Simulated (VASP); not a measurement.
Input of a VASP 6.6.1 run:

INCAR

```
PREC = Accurate
ENCUT = 500
EDIFF = 1E-6
ISMEAR = -1
SIGMA = 0.1
LREAL = False
LASPH = True
NELM = 120
ALGO = Normal
ISIF = 2
LWAVE = False
LCHARG = False
GGA = PS
NBANDS = 10
GGA_COMPAT = False
```

File KPOINTS:

```
regular mesh
0
Gamma
  14 14 14
```

File POSCAR:

```
Na
1.0
    2.6403530082      0.0000000000      0.0000000000
    0.0000000000      2.6403530082      0.0000000000
    0.0000000000      0.0000000000      2.6403530082
Na
1
Direct
    0.0000000000      0.0000000000      0.0000000000
```

Potentials or basis: VASP PAW PBE potentials, release 64 (Na_pv).

The run is started by

```bash
$ cat potpaw_PBE.64/Na_pv/POTCAR > POTCAR
$ mpirun -np 1 vasp_std > vasp.out
```

Q: Predict the band gap on the k mesh.

A: Zero (an odd number of electrons rules out a gap without spin polarisation).

Q: What does it give for the pressure?

A: 18.8 GPa.

Caveat: the cell stands under pressure; the PAW data sets were made with another functional, which shifts forces and pressure a little.
